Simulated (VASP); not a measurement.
Input of a VASP 6.6.1 run:

The input INCAR:

```
SYSTEM = SnTe
PREC = Accurate ; ENCUT = 520
EDIFF = 1E-6 ; ISMEAR = -1
SIGMA = 0.1 ; LREAL = .False.
LASPH = .True. ; NELM = 80
ALGO = Normal ; ISIF = 2
LWAVE = .False. ; LCHARG = .True.
GGA = PS ; LELF = .True.
LVHAR = .True. ; NBANDS = 17
```

The input KPOINTS:

```
regular mesh
0
Gamma
  4 4 4
  0 0 0
```

Contents of POSCAR:

```
SnTe
1.0
    0.0000000000      3.6111460000      3.6111460000
    3.6111460000      0.0000000000      3.6111460000
    3.6111460000      3.6111460000      0.0000000000
Sn Te
1 1
Direct
    0.0000000000      0.0000000000      0.0000000000
    0.7500000000      0.7500000000      0.7500000000
```

Potentials or basis: VASP PAW PBE potentials, release 64 (Sn_d, Te).

Run with:

```sh
$ cat potpaw_PBE.64/Sn_d/POTCAR potpaw_PBE.64/Te/POTCAR > POTCAR
$ mpirun -np 1 vasp_std > vasp.out
```

(1) What does it give for the pressure?

Answers

(1) -1.8 GPa.

Caveat: the k points lie up to 0.38 Å⁻¹ apart; the PAW data sets were made with another functional, which shifts forces and pressure a little.
